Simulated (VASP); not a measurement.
Set up this calculation in VASP 6.6.1, as the native input.

| Quantity | Value |
| --- | --- |
| Task | single point |
| Functional | r2SCAN |
| Potentials or basis | VASP PAW PBE potentials, release 64 (Ca_sv, O) |
| Cutoff | 520 eV |
| k mesh | 10 × 10 × 10 |
| Occupations | gaussian, width 0.01 eV |
| Spin | no spin polarisation |
| Dipole correction | no |
| Further INCAR settings | ALGO = Normal; EDIFF = 1e-07; NBANDS = 15 |

CaO:

```
Ca O
1.0
     0.00000    2.38197    2.40551
     2.38197    0.00000    2.40551
     2.38197    2.38197    0.00000
Ca O
1 1
Direct
  0.00000 0.00000 0.00000
  0.50000 0.50000 0.50000
```

This cell differs from its parent crystal: epitaxial xy strain -0.7%.

These files were run (other wordings do the same):

POSCAR

```
CaO
1.0
    0.0000000000      2.3819660430      2.4055112252
    2.3819660430      0.0000000000      2.4055112252
    2.3819660430      2.3819660430      0.0000000000
Ca O
1 1
Direct
    0.0000000000      0.0000000000      0.0000000000
    0.5000000000      0.5000000000      0.5000000000
```

INCAR.step1

```
SYSTEM = CaO
PREC     = Accurate       ! precision mode
ENCUT    = 520            ! plane-wave cutoff, eV
ISMEAR   = 0              ! smearing method
SIGMA    = 0.01           ! smearing width, eV
LREAL    = .FALSE.        ! projectors in reciprocal space
LASPH    = .TRUE.         ! aspherical terms in the spheres
NELM     = 100            ! most SCF steps
NBANDS   = 15             ! bands
GGA      = PE             ! functional
ALGO     = Normal         ! electronic algorithm
EDIFF    = 1E-4           ! SCF threshold, eV
LWAVE    = .TRUE.         ! write WAVECAR
LCHARG   = .FALSE.        ! write CHGCAR
```

INCAR.step2

```
SYSTEM = CaO
PREC     = Accurate       ! precision mode
ENCUT    = 520            ! plane-wave cutoff, eV
EDIFF    = 1E-7           ! SCF threshold, eV
ISMEAR   = 0              ! smearing method
SIGMA    = 0.01           ! smearing width, eV
LREAL    = .FALSE.        ! projectors in reciprocal space
LASPH    = .TRUE.         ! aspherical terms in the spheres
NELM     = 100            ! most SCF steps
ALGO     = Normal         ! electronic algorithm
ISIF     = 2              ! what is computed and relaxed
LWAVE    = .FALSE.        ! write WAVECAR
LCHARG   = .FALSE.        ! write CHGCAR
METAGGA  = R2SCAN         ! meta-GGA
LMIXTAU  = .TRUE.       
NBANDS   = 15             ! bands
ISTART   = 1
```

KPOINTS

```
regular mesh
0
G
  10 10 10
  0 0 0
```

Potentials or basis: VASP PAW PBE potentials, release 64 (Ca_sv, O).

The run is started by

```console
$ cat potpaw_PBE.64/Ca_sv/POTCAR potpaw_PBE.64/O/POTCAR > POTCAR
$ cp INCAR.step1 INCAR
$ mpirun -np 1 vasp_std > vasp.out
$ cp INCAR.step2 INCAR
$ mpirun -np 1 vasp_std > vasp.out
```

It gave:

```json
{"Pressure": "2.3 GPa", "Band gap on the k mesh": "4.16 eV, indirect (least direct gap 4.54 eV)"}
```

Caveat: the cell differs from its parent crystal (epitaxial xy strain -0.7%); the PAW data sets were made with another functional, which shifts forces and pressure a little.

It took 3.8 min on 1 thread of Intel(R) Xeon(R) Platinum 8259CL CPU @ 2.50GHz (Skylake/Cascade Lake), on a shared host, peak memory 0.19 GiB.
